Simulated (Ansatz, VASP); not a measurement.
## Ni: VASP beside Ansatz

INCAR

```
  PREC = Accurate
  ENCUT = 600
  EDIFF = 1E-6
  ISMEAR = -5
  SIGMA = 0.05
  LREAL = False
  LASPH = True
  NELM = 200
  ALGO = Normal
  ISIF = 2
  LWAVE = False
  LCHARG = True
  ISPIN = 2
  MAGMOM = 0.75
  LORBIT = 11
  LMAXMIX = 4
  LDAU = True
  LDAUTYPE = 2
  LDAUL = 2
  LDAUU = 3.5
  LDAUJ = 0
  LDAUPRINT = 1
  GGA = RP
  LELF = True
  LVHAR = True
  NBANDS = 15
  GGA_COMPAT = False
```

The input KPOINTS:

```
regular mesh
0
Gamma
  13 13 13
```

The input POSCAR:

```
Ni
1.0
    0.0000000000      1.7140893400      1.7140893400
    1.7140893400      0.0000000000      1.7140893400
    1.7140893400      1.7140893400      0.0000000000
Ni
1
Direct
    0.0000000000      0.0000000000      0.0000000000
```

File input.yaml:

```yaml
crystal:
  lattice: { a: 3.42817868, b: 3.42817868, c: 3.42817868, alpha: 90.0, beta: 90.0, gamma: 90.0 }
  space_group: 225
  setting: { hermann_mauguin: Fm-3m }
  reduce_to_primitive: true
  atoms:
    - { symbol: Ni, position: [0.0, 0.0, 0.0], spin: 1.0 }
kpoints:
  mp_grid: { grid: [13, 13, 13] }
scf:
  occupations: { method: tetrahedron }
hamiltonian:
  xc: rpbe
  pseudopotentials:
    kind: all_electron
    lapw: { basis_error: 0.002 }
    dirac_shells: { Ni: ["2p"] }
  hubbard:
    sites: [{ species: Ni, l: d, u_eff: 3.5 }]
    double_counting: fll
    projectors: ortho-atomic
magnetization:
  spin_polarized: true
output:
  forces: true
  stress: true
  eigenvalues: true
  xc_energy_on_converged_density: [rpbe, revpbe, pbesol]
```

Change from the starting cell: volume scaled by 0.96.

Alike in both runs: task single point; functional RPBE; k mesh 13 × 13 × 13; occupations tetrahedron; collinear spin; Hubbard terms Ni d U = 3.5 eV.

|  | VASP | Ansatz |
| --- | --- | --- |
| version | VASP 6.6.1 | Ansatz 0.2.0 |
| potentials or method | VASP PAW PBE potentials, release 64 (Ni), cutoff 600 eV | all-electron LAPW, inner shells corrected to Dirac's equation |

|  | VASP | Ansatz | Ansatz less VASP |
| --- | --- | --- | --- |
| gap on the k mesh at the Fermi level (eV) | none | none | - |
| pressure (GPa) | 15.4 | 25.5 | +10.14 |
| net moment per atom (μB) | 0.68 | 0.65 | -0.036 |
| size of the moment on the site where the two differ most (μB) | 0.70 | 0.68 | -0.021 |

VASP's potentials were made for PBE, not for RPBE. Site moments also hang on the region over which each program counts them. The programs project onto different local orbitals, so the same U acts differently, and such runs can settle in different states. A gap of «none» marks a metal or a gap that the smearing closes. Ansatz ran all-electron here, and VASP with PAW potentials.

Noted on Ansatz's run: the magnetic state may not be the lowest; U is the effective U less J, on atomic orbitals that reach past the spheres.
